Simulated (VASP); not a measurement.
Ru, 2 atoms in the cell. The structure is hexagonal, space group P6_3/mmc (No. 194). Conventional cell: a = 2.501 Å, b = 2.501 Å, c = 4.252 Å, α = 90.00°, β = 90.00°, γ = 120.00°. Within 3.3 Å of Ru (site symmetry -6m2) lie 12 Ru at 2.50 to 2.57 Å. 

| Property | Result |
| --- | --- |
| Program | VASP 6.6.1 |
| Task | single point |
| Functional | PBEsol |
| Potentials or basis | VASP PAW PBE potentials, release 64 (Ru_pv) |
| Cutoff | 520 eV |
| k mesh | 18 × 18 × 10 |
| Occupations | gaussian, width 0.15 eV |
| Spin | no spin polarisation |
| Dipole correction | no |
| Further INCAR settings | ALGO = Fast; EDIFF = 1e-06; NBANDS = 21 |

Potentials or basis: VASP PAW PBE potentials, release 64 (Ru_pv).

Launch:

```console
$ cat potpaw_PBE.64/Ru_pv/POTCAR > POTCAR
$ mpirun -np 1 vasp_std > vasp.out
```

Hardware: 1 thread of AMD EPYC 9R14 (Zen 4), on a shared host.

How long does it take, and how much memory?

Run time: 69 s on 1 thread of AMD EPYC 9R14 (Zen 4) (shared host), peak memory 0.16 GiB. Counts: scf iterations 13, k points 222.
